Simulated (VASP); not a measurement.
# W in VASP: notebook, part 2 of 3

VASP 6.6.1.

## (4) Electric field gradients, PBE (volume scaled by 1.06)

The input, INCAR:

```
SYSTEM = W
PREC = Accurate
ENCUT = 520
EDIFF = 1E-8
ISMEAR = -1
SIGMA = 0.05
LREAL = .FALSE.
LASPH = .TRUE.
NELM = 80
ALGO = Normal
ISIF = 2
LWAVE = .FALSE.
LCHARG = .FALSE.
GGA = PE
LEFG = .TRUE.
NBANDS = 13
```

The input, KPOINTS:

```
Automatic mesh
0
G
  14 14 14
  0 0 0
```

The input, POSCAR:

```
W
1.0
    0.0000000000      2.0698140295      2.0698140295
    2.0698140295      0.0000000000      2.0698140295
    2.0698140295      2.0698140295      0.0000000000
W
1
Direct
    0.0000000000      0.0000000000      0.0000000000
```

Potentials or basis: VASP PAW PBE potentials, release 64 (W_sv).

On the command line:

```bash
> cat potpaw_PBE.64/W_sv/POTCAR > POTCAR
> mpirun -np 1 vasp_std > vasp.out
```

OUTCAR:

```text
SYSTEM = W
   PREC = Accurate
   ENCUT = 520
   EDIFF = 1E-8
   ISMEAR = -1
   LREAL = .FALSE.
   LASPH = .TRUE.
   NELM = 80
   ISIF = 2
   GGA = PE

 ion  position               nearest neighbor table
   1  0.000  0.000  0.000-

  LATTYP: Found a face centered cubic cell.
 ALAT       =     4.1396280590

  Lattice vectors:

 A1 = (   0.0000000000,   2.0698140295,   2.0698140295)
[... 591 lines left out ...]
    total drift:                                0.000000      0.000000     -0.000000

  FREE ENERGIE OF THE ION-ELECTRON SYSTEM (eV)
  ---------------------------------------------------
  free  energy   TOTEN  =       -12.4025153070 eV

  energy  without entropy=      -12.3905139264  energy(sigma->0) =      -12.39651462

 Electric field gradients (V/A^2)
---------------------------------------------------------------------
 ion       V_xx      V_yy      V_zz      V_xy      V_xz      V_yz
---------------------------------------------------------------------
   1      -0.000    -0.000     0.000    -0.000    -0.000    -0.000
---------------------------------------------------------------------

 Electric field gradients after diagonalization (V/A^2)
 (convention: |V_zz| > |V_xx| > |V_yy|)
----------------------------------------------------------------------
 ion       V_xx      V_yy      V_zz     asymmetry (V_yy - V_xx)/ V_zz
----------------------------------------------------------------------
   1       0.000     0.000    -0.001       0.000
----------------------------------------------------------------------

           NMR quadrupolar parameters

 Cq : quadrupolar parameter    Cq=e*Q*V_zz/h
 eta: asymmetry parameters     (V_yy - V_xx)/ V_zz
 Q  : nuclear electric quadrupole moment in mb (millibarn)
----------------------------------------------------------------------
 ion       Cq(MHz)       eta       Q (mb)
----------------------------------------------------------------------
   1      -0.000       0.000       1.000
----------------------------------------------------------------------
```

Run time: 20 s. Hardware: 1 thread of Intel Xeon Platinum 8259CL at 2.50GHz (Skylake/Cascade Lake), shared host; peak memory 0.15 GiB.

Results:

- Free energy: -12.4025 eV
- Pressure: -18.0 GPa
- Band gap on the k mesh: zero (band 7 reaches 12.12 eV, above the bottom of band 8 at 8.98 eV)

Caveat: without QUAD_EFG the Cq values of the log hold for a quadrupole moment of 1 mb, not for the nuclei; spin-orbit coupling is left out, which moves the levels of the heavy elements.

## (5) Electric field gradients, PBE (equal xy, yz and zx shear strains of -3 %)

The input, INCAR:

```
PREC = Accurate ; ENCUT = 520
EDIFF = 1E-8 ; ISMEAR = -1
SIGMA = 0.05 ; LREAL = F
LASPH = T ; NELM = 100
ALGO = Normal ; ISIF = 2
LWAVE = F ; LCHARG = F
GGA = PE ; LEFG = T
NBANDS = 13
```

The input, KPOINTS:

```
regular mesh
0
Gamma
  14 14 14
```

The input, POSCAR:

```
W
1.0
   -0.0609000000      1.9995500000      1.9995500000
    1.9995500000     -0.0609000000      1.9995500000
    1.9995500000      1.9995500000     -0.0609000000
W
1
Direct
    0.0000000000      0.0000000000      0.0000000000
```

Potentials or basis: VASP PAW PBE potentials, release 64 (W_sv).

On the command line:

```bash
> cat potpaw_PBE.64/W_sv/POTCAR > POTCAR
> mpirun -np 1 vasp_std > vasp.out
```

OUTCAR:

```text
PREC = Accurate
   ENCUT = 520
   EDIFF = 1E-8
   ISMEAR = -1
   LREAL = F
   LASPH = T
   NELM = 100
   ISIF = 2
   GGA = PE

 ion  position               nearest neighbor table
   1  0.000  0.000  0.000-

  LATTYP: Found a trigonal (rhomboedric) cell.
 ALAT       =     2.8284464313
 COS(alpha) =     0.4693254694

  Lattice vectors:

 A1 = (  -0.0609000000,   1.9995500000,   1.9995500000)
 A2 = (   1.9995500000,  -0.0609000000,   1.9995500000)
 A3 = (   1.9995500000,   1.9995500000,  -0.0609000000)

Analysis of symmetry for initial positions (statically):
=====================================================================
 Subroutine PRICEL returns:
 Original cell was already a primitive cell.

 Routine SETGRP: Setting up the symmetry group for a
 trigonal (rhombohedral) supercell.

 Subroutine GETGRP returns: Found 12 space group operations
 (whereof 12 operations were pure point group operations)
 out of a pool of 12 trial point group operations.

The static configuration has the point symmetry D_3d.

Analysis of symmetry for dynamics (positions and initial velocities):
=====================================================================
 Subroutine PRICEL returns:
 Original cell was already a primitive cell.

 Routine SETGRP: Setting up the symmetry group for a
 trigonal (rhombohedral) supercell.

 Subroutine GETGRP returns: Found 12 space group operations
 (whereof 12 operations were pure point group operations)
 out of a pool of 12 trial point group operations.

The dynamic configuration has the point symmetry D_3d.

 Subroutine INISYM returns: Found 12 space group operations
 (whereof 12 operations are pure point group operations),
 and found     1 'primitive' translations

----------------------------------------------------------------------------------------

                                     Primitive cell

  volume of cell :      16.7194

  direct lattice vectors                    reciprocal lattice vectors
    -0.060900000  1.999550000  1.999550000    -0.238912879  0.246417995  0.246417995
     1.999550000 -0.060900000  1.999550000     0.246417995 -0.238912879  0.246417995
     1.999550000  1.999550000 -0.060900000     0.246417995  0.246417995 -0.238912879

  length of vectors
     2.828446431  2.828446431  2.828446431     0.422519846  0.422519846  0.422519846

  position of ions in fractional coordinates (direct lattice)
     0.000000000  0.000000000  0.000000000

  ion indices of the primitive-cell ions
   primitive index   ion index
                 1           1

----------------------------------------------------------------------------------------

 KPOINTS: regular mesh

Automatic generation of k-mesh.
 Grid dimensions read from file:
 generate k-points for:   14   14   14

 Generating k-lattice:
[... 66 lines left out ...]
   IBRION =     -1    ionic relax: 0-MD 1-quasi-New 2-CG
   NFREE  =      0    steps in history (QN), initial steepest desc. (CG)
   ISIF   =      2    stress and relaxation
   ISYM   =      2    0-nonsym 1-usesym 2-fastsym
   POTIM  = 0.5000    time-step for ionic-motion
   TEBEG  =    0.0;   TEEND  =   0.0 temperature during run
   PSTRESS=    0.0 pullay stress
   NELECT =      14.0000    total number of electrons
   NUPDOWN=      -1.0000    fix difference up-down
   EMIN   =  10.00;   EMAX   =-10.00  energy-range for DOS
   EFERMI =   0.00;   METHOD = LEGACY
   ISMEAR =    -1;   SIGMA  =   0.05  broadening in eV -4-tet -1-fermi 0-gaus
   EFERMI_NEDOS =   21; number of points for ismear=-14 and -15
   IALGO  =     38    algorithm
   IMIX   =      4    mixing-type and parameters
     AMIX     =   0.40;   BMIX     =  1.00
     AMIX_MAG =   1.60;   BMIX_MAG =  1.00
  volume/ion in A,a.u.               =      16.72       112.83
  Fermi-wavevector in a.u.,A,eV,Ry     =   1.543039  2.915921 32.395049  2.380969
  Thomas-Fermi vector in A             =   2.648758
   LORBIT       =      0    0 simple, 1 ext, 2 COOP (PROOUT), +10 PAW based schemes
   GGA     = PE    functional components
   LHFCALC =     F    Hartree Fock is set to
   AEXX    =    0.0000 exact exchange contribution
   IVDW    =     0    specifies the selected vdW correction
   LEPSILON=     F    determine dielectric tensor
   LRPA    =     F    only Hartree local field effects (RPA)
 non-spin polarized calculation
  energy-cutoff  :      520.00
  volume of cell :       16.72
 maximum number of plane-waves:       474
 NGX is ok and might be reduce to    24
   NGX = 11   NGY = 11   NGZ = 11

 number of electron      14.0000000 magnetization

 Free energy of the ion-electron system (eV)
  ---------------------------------------------------
  ext. energy  EPLUGINS =         0.00000000
  ---------------------------------------------------
  free energy    TOTEN  =       -12.49411924 eV

  energy without entropy =      -12.48656701  energy(sigma->0) =      -12.49034312

 E-fermi :  10.2802     XC(G=0): -13.3317

 val. band max:       10.2800609875   @ k =   0.0714   0.0714   0.0000
 cond. band min:      10.2848867513   @ k =  -0.4286   0.0714  -0.0000
 fundamental gap:      0.0048257638
 Fermi energy:        10.2801711788

 k-point     1 :       0.0000    0.0000    0.0000
  band No.  band energies     occupation
      1     -63.4891      2.00000
      2     -27.1721      2.00000
      3     -27.1721      2.00000
      4     -27.0697      2.00000
      5       1.3440      2.00000
      6       9.3995      2.00000
      7       9.3995      2.00000
      8      10.2455      1.33386
      9      12.7738      0.00000
     10      12.7738      0.00000
     11      22.9901      0.00000
     12      27.7579      0.00000
     13      27.7579      0.00000
[... 354 lines left out ...]
  band No.  band energies     occupation
      1     -63.4317      2.00000
      2     -27.7013      2.00000
      3     -27.2975      2.00000
      4     -27.2404      2.00000
      5       4.0033      2.00000
      6       7.9677      2.00000
      7       9.7362      1.99996
      8      11.1006      0.00000
      9      12.0766      0.00000
     10      13.8161      0.00000
     11      24.6314      0.00000
     12      27.4473      0.00000
     13      29.7166      0.00000

 [... further k-points ...]
[... 5 lines left out ...]
  --------------------------------------------------------------------------------------
  -------------------------------------------------------------------------------------
  Total       -0.3760667     -0.3760667     -0.3760667     -0.3264921     -0.3264921     -0.3264921
  in kB      -36.0374037    -36.0374037    -36.0374037    -31.2868137    -31.2868137    -31.2868137
  external PRESSURE =     -36.0374037 kB  Pullay stress =       0.0000000 kB

 VOLUME and BASIS-vectors are now :
 -----------------------------------------------------------------------------
  energy-cutoff  :      520.00
  volume of cell :       16.72
      direct lattice vectors                 reciprocal lattice vectors
    -0.060900000  1.999550000  1.999550000    -0.238912879  0.246417995  0.246417995
     1.999550000 -0.060900000  1.999550000     0.246417995 -0.238912879  0.246417995
     1.999550000  1.999550000 -0.060900000     0.246417995  0.246417995 -0.238912879

 POSITION                                       TOTAL-FORCE (eV/Angst)
 -----------------------------------------------------------------------------------
      0.00000      0.00000      0.00000         0.000000      0.000000      0.000000
 -----------------------------------------------------------------------------------
    total drift:                               -0.000000      0.000000      0.000000

  FREE ENERGIE OF THE ION-ELECTRON SYSTEM (eV)
  ---------------------------------------------------
  free  energy   TOTEN  =       -12.4941192365 eV

  energy  without entropy=      -12.4865670077  energy(sigma->0) =      -12.49034312

 Electric field gradients (V/A^2)
---------------------------------------------------------------------
 ion       V_xx      V_yy      V_zz      V_xy      V_xz      V_yz
---------------------------------------------------------------------
   1       0.000    -0.000    -0.000   -11.556   -11.556   -11.556
---------------------------------------------------------------------

 Electric field gradients after diagonalization (V/A^2)
 (convention: |V_zz| > |V_xx| > |V_yy|)
----------------------------------------------------------------------
 ion       V_xx      V_yy      V_zz     asymmetry (V_yy - V_xx)/ V_zz
----------------------------------------------------------------------
   1      11.556    11.556   -23.111       0.000
----------------------------------------------------------------------

           NMR quadrupolar parameters

 Cq : quadrupolar parameter    Cq=e*Q*V_zz/h
 eta: asymmetry parameters     (V_yy - V_xx)/ V_zz
 Q  : nuclear electric quadrupole moment in mb (millibarn)
----------------------------------------------------------------------
 ion       Cq(MHz)       eta       Q (mb)
----------------------------------------------------------------------
   1      -0.056       0.000       1.000
----------------------------------------------------------------------
```

stdout:

```text
POSCAR found type information on POSCAR W
 POSCAR found :  1 types and       1 ions
 scaLAPACK will be used
 LDA part: xc-table for (Slater+PW92), standard interpolation
 POSCAR, INCAR and KPOINTS ok, starting setup
 FFT: planning ... GRIDC
 FFT: planning ... GRID_SOFT
 FFT: planning ... GRID
 WAVECAR not read
 entering main loop
ion   1
```

Run time: 38 s. Hardware: 1 thread of AMD EPYC 9R45 (Zen 5), shared host; peak memory 0.16 GiB.

Results:

```
Free energy            : -12.4941 eV
Pressure               : -3.6 GPa
Band gap on the k mesh : zero (band 7 reaches 13.19 eV, above the bottom of band 8 at 9.66 eV)
```

Levels at points of the mesh, in eV from the Fermi level:
```tsv
k point	band 4	band 5	band 6	band 7	band 8	band 9	band 10	band 11
(0.00, 0.00, 0.00)	-37.35	-8.94	-0.88	-0.88	-0.03	2.49	2.49	12.71
(0.50, 0.00, 0.00)	-37.51	-5.57	-1.15	-0.31	0.39	4.50	5.04	9.83
(0.50, 0.50, 0.00)	-37.75	-5.40	-4.45	2.91	4.74	5.52	5.68	11.07
(0.50, 0.50, 0.50)	-37.64	-5.47	-0.98	-0.98	1.01	5.05	5.05	10.56
```

Electric field gradients, principal values (V/Å²):
```csv
atom,least,middle,greatest (by size)
1 W,11.556,11.556,-23.111
```

Caveat: the cell differs from its parent crystal (equal xy, yz and zx shear strains of -3 %); without QUAD_EFG the Cq values of the log hold for a quadrupole moment of 1 mb, not for the nuclei; spin-orbit coupling is left out, which moves the levels of the heavy elements.

[end of part 2 of 3]
